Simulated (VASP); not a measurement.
Wanted: the native input for a VASP 6.6.1 run.

* Task: single point
* Functional: LDA
* Potentials or basis: VASP PAW LDA potentials, release 64 (Hf_pv, O)
* Cutoff: 520 eV
* k mesh: 8 × 8 × 5
* Occupations: fermi-dirac, width 0.05 eV
* Spin: no spin polarisation
* Dipole correction: no
* Further INCAR settings: ALGO = Normal; EDIFF = 1e-06; NBANDS = 31

The structure of HfO2 lies in POSCAR:

```
HfO2
1.0
    3.5580193300      0.0000000000      0.0000000000
    0.0000000000      3.5580193300      0.0000000000
    0.0000000000      0.0000000000      5.1718612100
Hf O
2 4
Direct
    0.0000000000      0.0000000000      0.0000000000
    0.5000000000      0.5000000000      0.5000000000
    0.0000000000      0.5000000000      0.1972078800
    0.5000000000      0.0000000000      0.3027921200
    0.5000000000      0.0000000000      0.8027921200
    0.0000000000      0.5000000000      0.6972078800
```

These files were run (other wordings do the same):

INCAR

```
SYSTEM = HfO2
PREC = Accurate
ENCUT = 520
EDIFF = 1E-6
ISMEAR = -1
SIGMA = 0.05
LREAL = .FALSE.
LASPH = .TRUE.
NELM = 60
ALGO = Normal
ISIF = 2
LWAVE = .FALSE.
LCHARG = .FALSE.
NBANDS = 31
```

KPOINTS

```
regular mesh
0
G
  8 8 5
  0 0 0
```

Potentials or basis: VASP PAW LDA potentials, release 64 (Hf_pv, O).

Command:

```bash
$ cat potpaw_LDA.64/Hf_pv/POTCAR potpaw_LDA.64/O/POTCAR > POTCAR
$ mpirun -np 1 vasp_std > vasp.out
```

Results of the run:

```yaml
Pressure: -7.4 GPa
Band_gap_on_the_k_mesh: 4.56 eV, indirect (least direct gap 4.63 eV)
```

Caveat: spin-orbit coupling is left out, which moves the levels of the heavy elements.

It took 34 s on 1 thread of Intel(R) Xeon(R) 6975P-C (Granite Rapids), with other jobs on the host, peak memory 0.2 GiB.
